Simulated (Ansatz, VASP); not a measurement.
# Two plane-wave programs on Al3Ni2

```
Al Ni
1.0
     4.00314    0.00000    0.00000
    -2.00157    3.46682    0.00000
     0.00000    0.00000    4.85946
Al Ni
3 2
Cartesian
  0.0000 0.0000 0.0000
  0.0000 2.3112 3.1479
  2.0016 1.1556 1.7116
  0.0000 2.3112 0.7074
  2.0016 1.1556 4.1521
```

Alike in both runs: functional PBEsol; k mesh 12 × 12 × 8; occupations gaussian, width 0.1 eV; no spin polarisation.

Ansatz relaxed the structure, and its values are those at the end. VASP's run is a single point on that final structure, the one shown.

```csv
,VASP,Ansatz
version,VASP 6.6.1,Ansatz 0.2.0
potentials or method,"VASP PAW PBE potentials, release 64 (Al, Ni), cutoff 520 eV","scalar-relativistic, plane waves, PAW"
valence electrons in the cell,29,45
```

```tsv
	VASP	Ansatz	Ansatz less VASP
gap on the k mesh at the Fermi level (eV)	none	none	-
pressure (GPa)	0.2	0.0	-0.19
rms of the force components (eV/Å)	0.004	0.000	-0.0038
```

VASP's potentials were made for PBE, not for PBEsol. A gap of «none» marks a metal or a gap that the smearing closes. VASP's potentials hold 29 valence electrons a cell and Ansatz's 45, so a difference there can come from the potentials and not from the codes.
